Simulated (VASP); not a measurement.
# BaTiO3 (R3m) in VASP: a series of runs, part 2 of 2

VASP 6.6.1.

## (5) Single point, r2SCAN (epitaxial xy strain -2.2%)

The input, POSCAR:

```
BaTiO3
1.0
    2.7780863487      1.6039289013      2.3479795723
   -2.7780863487      1.6039289013      2.3479795723
    0.0000000000     -3.2078578026      2.3479795723
Ba Ti O
1 1 3
Direct
   -0.0017627534     -0.0017627534     -0.0017627534
    0.4871148670      0.4871148670      0.4871148670
    0.5096691229      0.5096691229      0.0145096407
    0.0145096407      0.5096691229      0.5096691229
    0.5096691229      0.0145096407      0.5096691229
```

The input, INCAR.step1:

```
ALGO = Normal ; EDIFF = 1E-4
ENCUT = 520 ; GGA = PE
ISMEAR = 0 ; LASPH = True
LCHARG = False ; LREAL = False
LWAVE = True ; NBANDS = 28
NELM = 60 ; PREC = Accurate
SIGMA = 0.01
```

The input, INCAR.step2:

```
ALGO = Normal ; EDIFF = 1E-7
ENCUT = 520 ; ISIF = 2
ISMEAR = 0 ; ISTART = 1
LASPH = True ; LCHARG = True
LELF = True ; LMIXTAU = True
LREAL = False ; LVHAR = True
LWAVE = False ; METAGGA = R2SCAN
NBANDS = 28 ; NELM = 60
PREC = Accurate ; SIGMA = 0.01
```

The input, KPOINTS:

```
k-points
0
Gamma
  6 6 6
```

Potentials or basis: VASP PAW PBE potentials, release 64 (Ba_sv, Ti_sv, O).

Run with:

```
$ cat potpaw_PBE.64/Ba_sv/POTCAR potpaw_PBE.64/Ti_sv/POTCAR potpaw_PBE.64/O/POTCAR > POTCAR
$ cp INCAR.step1 INCAR
$ mpirun -np 1 vasp_std > vasp.out
$ cp INCAR.step2 INCAR
$ mpirun -np 1 vasp_std > vasp.out
```

OUTCAR:

```text
EDIFF = 1E-7
   ENCUT = 520
   ISIF = 2
   ISMEAR = 0
   ISTART = 1
   LASPH = True
   LREAL = False
   METAGGA = R2SCAN
   NELM = 60
   PREC = Accurate

 ion  position               nearest neighbor table
   1  0.998  0.998  0.998-   4 2.78   5 2.78   3 2.78   3 2.78   3 2.78   5 2.78   4 2.78   4 2.78
                             5 2.78   4 2.91   5 2.91   3 2.91   2 3.39   2 3.39   2 3.39   2 3.44
   2  0.487  0.487  0.487-   4 1.88   5 1.88   3 1.88   5 2.10   4 2.10   3 2.10   1 3.39   1 3.39
                             1 3.39   1 3.44   1 3.44   1 3.44   1 3.44   1 3.60
   3  0.510  0.510  0.015-   2 1.88   2 2.10   1 2.78   1 2.78   1 2.78   1 2.91
   4  0.015  0.510  0.510-   2 1.88   2 2.10   1 2.78   1 2.78   1 2.78   1 2.91
   5  0.510  0.015  0.510-   2 1.88   2 2.10   1 2.78   1 2.78   1 2.78   1 2.91

  LATTYP: Found a trigonal (rhomboedric) cell.
 ALAT       =     3.9753439792
 COS(alpha) =     0.0232755716

  Lattice vectors:

 A1 = (   2.7780863487,   1.6039289013,   2.3479795723)
 A2 = (  -2.7780863487,   1.6039289013,   2.3479795723)
 A3 = (   0.0000000000,  -3.2078578026,   2.3479795723)

Analysis of symmetry for initial positions (statically):
=====================================================================
 Subroutine PRICEL returns:
 Original cell was already a primitive cell.

 Routine SETGRP: Setting up the symmetry group for a
 trigonal (rhombohedral) supercell.

 Subroutine GETGRP returns: Found  6 space group operations
 (whereof  6 operations were pure point group operations)
 out of a pool of 12 trial point group operations.

The static configuration has the point symmetry C_3v.

Analysis of symmetry for dynamics (positions and initial velocities):
=====================================================================
 Subroutine PRICEL returns:
 Original cell was already a primitive cell.

 Routine SETGRP: Setting up the symmetry group for a
 trigonal (rhombohedral) supercell.

[... 131 lines left out ...]
  volume/ion in A,a.u.               =      12.55        84.72
  Fermi-wavevector in a.u.,A,eV,Ry     =   1.408757  2.662164 27.002064  1.984596
  Thomas-Fermi vector in A             =   2.530882
   LORBIT       =      0    0 simple, 1 ext, 2 COOP (PROOUT), +10 PAW based schemes
   METAGGA = R2SCAN    functional components
   LHFCALC =     F    Hartree Fock is set to
   AEXX    =    0.0000 exact exchange contribution
   IVDW    =     0    specifies the selected vdW correction
   LEPSILON=     F    determine dielectric tensor
   LRPA    =     F    only Hartree local field effects (RPA)
 non-spin polarized calculation
 Gauss-broadening in eV      SIGMA  =   0.01
  energy-cutoff  :      520.00
  volume of cell :       62.77
 maximum number of plane-waves:      1731
 NGX is ok and might be reduce to    30
   NGX = 15   NGY = 15   NGZ = 15

 number of electron      40.0000002 magnetization

 Free energy of the ion-electron system (eV)
  ---------------------------------------------------
  ext. energy  EPLUGINS =         0.00000000
  ---------------------------------------------------
  free energy    TOTEN  =       -74.17576355 eV

  energy without entropy =      -74.17576355  energy(sigma->0) =      -74.17576355

 E-fermi :   3.7677     XC(G=0): -12.0263

 val. band max:        3.6491630283   @ k =   0.5000   0.5000   0.5000
 cond. band min:       6.3031032646   @ k =   0.0000   0.0000   0.0000
 fundamental gap:      2.6539402363
 Fermi energy:         3.7677035264

 k-point     1 :       0.0000    0.0000    0.0000
  band No.  band energies     occupation
      1     -54.8511      2.00000
      2     -30.0669      2.00000
      3     -30.0669      2.00000
      4     -30.0367      2.00000
      5     -21.7593      2.00000
      6     -14.2038      2.00000
[... 733 lines left out ...]
     27      12.5940      0.00000
     28      13.1018      0.00000

 [... further k-points ...]

------------------------ aborting loop because EDIFF is reached ----------------------------------------

  FORCE on cell =-STRESS in cart. coord.  units (eV):
  Direction    XX          YY          ZZ          XY          YZ          ZX
  --------------------------------------------------------------------------------------
  -------------------------------------------------------------------------------------
  Total        4.0413991      4.0413991      0.7587389      0.0000000      0.0000000      0.0000000
  in kB      103.1492086    103.1492086     19.3654025      0.0000000      0.0000000      0.0000000
  external PRESSURE =      75.2212732 kB  Pullay stress =       0.0000000 kB

 VOLUME and BASIS-vectors are now :
 -----------------------------------------------------------------------------
  energy-cutoff  :      520.00
  volume of cell :       62.77
      direct lattice vectors                 reciprocal lattice vectors
     2.778086349  1.603928901  2.347979572     0.179980007  0.103911505  0.141966028
    -2.778086349  1.603928901  2.347979572    -0.179980007  0.103911505  0.141966028
     0.000000000 -3.207857803  2.347979572     0.000000000 -0.207823011  0.141966028

 POSITION                                       TOTAL-FORCE (eV/Angst)
 -----------------------------------------------------------------------------------
      0.00000      0.00000      7.03152         0.000000      0.000000      0.030770
      0.00000      0.00000      3.43121         0.000000      0.000000      0.144937
      0.00000      1.58840      2.42745         0.000000      0.066477     -0.058569
     -1.37560     -0.79420      2.42745        -0.057571     -0.033239     -0.058569
      1.37560     -0.79420      2.42745         0.057571     -0.033239     -0.058569
 -----------------------------------------------------------------------------------
    total drift:                               -0.000000     -0.000001     -0.011828

  FREE ENERGIE OF THE ION-ELECTRON SYSTEM (eV)
  ---------------------------------------------------
  free  energy   TOTEN  =       -74.1757635499 eV

  energy  without entropy=      -74.1757635499  energy(sigma->0) =      -74.17576355
```

Wall time 5.5 min (1 thread of Intel Xeon 8259CL, shared host); peak memory 0.21 GiB.

What came out:

- Free energy: -74.1758 eV
- Pressure: 7.5 GPa
- Largest force: 0.145 eV/Å
- Band gap on the k mesh: 2.65 eV (least direct gap 2.93 eV)

Forces in eV/Å, atoms in the order of the input:
```
Ba   0.000  0.000  0.031
Ti   0.000  0.000  0.145
O    0.000  0.066 -0.059
O   -0.058 -0.033 -0.059
O    0.058 -0.033 -0.059
```

Levels at points of the mesh, in eV from the valence-band top:
```tsv
k point	band 17	band 18	band 19	band 20	band 21	band 22	band 23	band 24
(0.00, 0.00, 0.00)	-1.06	-0.57	-0.27	-0.27	2.65	2.65	2.88	4.82
(0.50, 0.00, 0.00)	-1.73	-1.71	-1.02	-0.76	2.86	4.22	4.28	4.79
(0.50, 0.50, 0.00)	-1.67	-0.93	-0.81	-0.09	4.24	4.30	4.65	5.52
(0.50, 0.50, 0.50)	-2.32	-0.03	0.00	0.00	4.85	4.91	4.91	7.31
```

Caveat: the cell differs from its parent crystal (epitaxial xy strain -2.2%); the cell stands under pressure; the PAW data sets were made with another functional, which shifts forces and pressure a little; spin-orbit coupling is left out, which moves the levels of the heavy elements. A k mesh can miss the band edges.

## (6) The runs side by side

```tsv
level	cell	smearing	gap on the mesh (eV)	pressure (GPa)	largest force (eV/Å)
PBE	a = 3.975 Å, angles 88.7°, 5 atoms, atomic positions A	fermi-dirac 0.02 eV	2.26	10.4	0.11
PBE	a = 3.988 Å, angles 90.8°, 5 atoms, atomic positions B	fermi-dirac 0.02 eV	2.23	8.2	0.10
PBE	a = 4.024 Å, angles 89.8°, 5 atoms, atomic positions C	fermi-dirac 0.02 eV	2.46	4.9	0.13
r2SCAN	a = 3.975 Å, angles 88.7°, 5 atoms, atomic positions A	gaussian 0.01 eV	2.65	7.5	0.14
```

Alike in all rows: task single point; potentials or basis VASP PAW PBE potentials, release 64 (Ba_sv, Ti_sv, O); no spin polarisation; k mesh 6 × 6 × 6; cutoff (eV) 520.

Caveats: the cell stands under pressure; spin-orbit coupling is left out, which moves the levels of the heavy elements; the PAW data sets were made with another functional, which shifts forces and pressure a little (at least some runs).

Absolute energies hang on the potentials; compare differences alone.
